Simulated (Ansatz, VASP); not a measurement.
**Nb: VASP beside Ansatz**

Contents of POSCAR:

```
Nb
1.0
   -1.7055487500      1.7055487500      1.6639500000
    1.7055487500     -1.7055487500      1.6639500000
    1.7055487500      1.7055487500     -1.6639500000
Nb
1
Direct
    0.0000000000      0.0000000000      0.0000000000
```

File INCAR.step1:

```
SYSTEM = Nb
PREC = Accurate
ENCUT = 520
ISMEAR = 0
SIGMA = 0.15
LREAL = .False.
LASPH = .True.
NELM = 100
NBANDS = 12
GGA = PE
ALGO = Normal
EDIFF = 1E-4
LWAVE = .True.
LCHARG = .False.
```

The input INCAR.step2:

```
SYSTEM = Nb
PREC = Accurate
ENCUT = 520
EDIFF = 1E-6
ISMEAR = 0
SIGMA = 0.15
LREAL = .False.
LASPH = .True.
NELM = 100
ALGO = Normal
ISIF = 2
LWAVE = .False.
LCHARG = .False.
METAGGA = R2SCAN
LMIXTAU = .True.
NBANDS = 12
ISTART = 1
```

Contents of KPOINTS:

```
regular mesh
0
Gamma
  20 20 20
  0 0 0
```

Input for Ansatz:

```yaml
crystal:
  lattice:
    - [-1.70554875, 1.70554875, 1.66395]
    - [1.70554875, -1.70554875, 1.66395]
    - [1.70554875, 1.70554875, -1.66395]
  atoms:
    - { symbol: Nb, position: [0.0, 0.0, 0.0] }
basis:
  ecutwfc: 500
kpoints:
  mp_grid: { grid: [20, 20, 20] }
hamiltonian:
  xc: r2scan
scf:
  occupations: { method: gaussian, width: 0.15 }
output:
  forces: true
  stress: true
  eigenvalues: true
```

Change from the starting cell: strain +0.025 along x and y, +0.000 along z, atoms carried along.

Alike in both runs: task single point; functional r2SCAN; k mesh 20 × 20 × 20; occupations gaussian, width 0.15 eV; no spin polarisation.

|  | VASP | Ansatz |
| --- | --- | --- |
| version | VASP 6.6.1 | Ansatz 0.2.0 |
| potentials or method | VASP PAW PBE potentials, release 64 (Nb_sv), cutoff 520 eV | scalar-relativistic, plane waves, PAW |
| valence electrons in the cell | 13 | 13 |

```csv
,VASP,Ansatz,Ansatz less VASP
gap on the k mesh at the Fermi level (eV),none,none,-
pressure (GPa),-11.1,-10.9,+0.18
"traceless stress, the component that is largest in VASP (GPa)",1.43,1.43,+0.001
```

VASP's potentials were made for PBE, not for r2SCAN. A gap of «none» marks a metal or a gap that the smearing closes.
